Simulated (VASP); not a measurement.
SnSe2, 3 atoms in the cell. It takes space group P-3m1 (No. 164, trigonal). The conventional cell has a = 3.841 Å, b = 3.841 Å, c = 6.506 Å, α = 90.00°, β = 90.00°, γ = 120.00°. Sn (site symmetry -3m) has 6 Se at 2.72 Å within 3.6 Å. Se (site symmetry 3m) has 3 Sn at 2.72 Å within 3.6 Å. 

| Quantity | Value |
| --- | --- |
| Program | VASP 6.6.1 |
| Task | single point |
| Functional | r2SCAN |
| Potentials or basis | VASP PAW PBE potentials, release 64 (Sn_d, Se) |
| Cutoff | 520 eV |
| k mesh | 10 × 10 × 6 |
| Occupations | gaussian, width 0.05 eV |
| Spin | no spin polarisation |
| Dipole correction | no |
| Further INCAR settings | ALGO = Normal; EDIFF = 1e-06; NBANDS = 20 |

Potentials or basis: VASP PAW PBE potentials, release 64 (Sn_d, Se).

The run is started by

```bash
$ cat potpaw_PBE.64/Sn_d/POTCAR potpaw_PBE.64/Se/POTCAR > POTCAR
$ cp INCAR.step1 INCAR
$ mpirun -np 1 vasp_std > vasp.out
$ cp INCAR.step2 INCAR
$ mpirun -np 1 vasp_std > vasp.out
```

Hardware: 1 thread of Intel(R) Xeon(R) 6975P-C (Granite Rapids), on a shared host.

Task: Estimate the wall time of this run.

Result: Wall time 2.9 min on 1 thread of Intel(R) Xeon(R) 6975P-C (Granite Rapids), with other jobs on the host, peak memory 0.28 GiB. Counts: k points 72.
